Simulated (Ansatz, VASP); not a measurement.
**PbO: VASP beside Ansatz**

```
Pb O
1.0
     3.97808    0.00000    0.00000
     0.00000    3.97808    0.00000
     0.00000    0.00000    5.01271
Pb O
2 2
Direct
  0.50000 0.00000 0.23680
  0.00000 0.50000 0.76320
  0.00000 0.00000 0.00000
  0.50000 0.50000 0.00000
```

Alike in both runs: task single point; functional PBE; dispersion D3(BJ); k mesh 4 × 4 × 4; occupations gaussian, width 0.1 eV; no spin polarisation.

|  | VASP | Ansatz |
| --- | --- | --- |
| version | VASP 6.6.1 | Ansatz 0.2.0 |
| potentials or method | VASP PAW PBE potentials, release 64 (Pb_d, O), cutoff 600 eV | scalar-relativistic, plane waves, PAW |
| valence electrons in the cell | 40 | 40 |

```tsv
	VASP	Ansatz	Ansatz less VASP
gap on the k mesh at the Fermi level (eV)	1.22	1.21	-0.009
least direct gap on the mesh (eV)	2.26	2.25	-0.003
pressure (GPa)	2.5	2.5	-0.05
traceless stress, the component that is largest in VASP (GPa)	-0.69	-0.68	+0.010
rms of the force components (eV/Å)	0.150	0.133	-0.0168
```

Atom by atom the forces differ by 0.017 eV/Å (rms over components).

Neither program's run includes spin-orbit coupling.
